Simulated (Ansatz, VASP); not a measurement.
## SnTe in VASP and in Ansatz

```
Te Sn
1.0
     0.00000    3.61115    3.61115
     3.61115    0.00000    3.61115
     3.61115    3.61115    0.00000
Te Sn
1 1
Direct
  0.25000 0.25000 0.25000
  0.00000 0.00000 0.00000
```

Alike in both runs: task relaxation of cell and atoms; functional revPBE; k mesh 7 × 7 × 7; occupations fermi-dirac, width 0.05 eV; no spin polarisation.

```csv
,VASP,Ansatz
version,VASP 6.6.1,Ansatz 0.2.0
potentials or method,"VASP PAW PBE potentials, release 64 (Te, Sn_d)",Ansatz PAW
plane-wave cutoff (eV),600,420
valence electrons in the cell,20,30
```

VASP gave:

- gap on the k mesh at the Fermi level, each at its own relaxed structure (eV): 0.46
- relaxed volume (Å³/atom): 48.49
- relaxed cell length with the largest relative difference (Å): 5.157

Problem. Estimate Ansatz's values.

Solution. gap on the k mesh at the Fermi level, each at its own relaxed structure (eV): 0.46; relaxed volume (Å³/atom): 48.39; relaxed cell length with the largest relative difference (Å): 5.154.

VASP's potentials were made for PBE, not for revPBE. VASP's potentials hold 20 valence electrons a cell and Ansatz's 30, so a difference there can come from the potentials and not from the codes.

Spin-orbit coupling is off throughout. Noted on Ansatz's run: odd divisions of the mesh miss points on the zone boundary, where band edges often lie, so the gap on the mesh can be too wide; the plane-wave basis is chosen anew once the cell has moved, so the energies of steps on either side of that aren't comparable.
